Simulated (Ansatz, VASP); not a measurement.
**Two plane-wave programs on TaN**

```
Ta N
1.0
     3.89595    0.00000    0.00000
    -1.94798    3.37399    0.00000
     0.00000    0.00000    3.92074
Ta N
2 2
Direct
  0.33333 0.66667 0.03402
  0.66667 0.33333 0.96598
  0.00000 0.00000 0.65791
  0.00000 0.00000 0.34209
```

Alike in both runs: task single point; functional PBE; k mesh 6 × 6 × 4; occupations gaussian, width 0.1 eV; collinear spin.

|  | VASP | Ansatz |
| --- | --- | --- |
| version | VASP 6.6.1 | Ansatz 0.2.0 |
| potentials or method | VASP PAW PBE potentials, release 64 (Ta_pv, N), cutoff 520 eV | scalar-relativistic, plane waves, PAW |
| valence electrons in the cell | 32 | 36 |

|  | VASP | Ansatz | Ansatz less VASP |
| --- | --- | --- | --- |
| gap on the k mesh at the Fermi level (eV) | none | none | - |
| rms of the force components (eV/Å) | 1.280 | 1.194 | -0.0867 |
| net moment per atom (μB) | 0.00 | 0.00 | 0.000 |

Atom by atom the forces differ by 0.088 eV/Å (rms over components). A gap of «none» marks a metal or a gap that the smearing closes. The functional is the same, so the differences come from potentials, cutoffs and numerics. VASP's potentials hold 32 valence electrons a cell and Ansatz's 36, so a difference there can come from the potentials and not from the codes. Ansatz's warnings: seeded moment not kept.

The k mesh is coarse, so the values compare programs but aren't converged. Neither program's run includes spin-orbit coupling. Noted on VASP's run: the standard files for N, O and F lose accuracy on very short bonds.
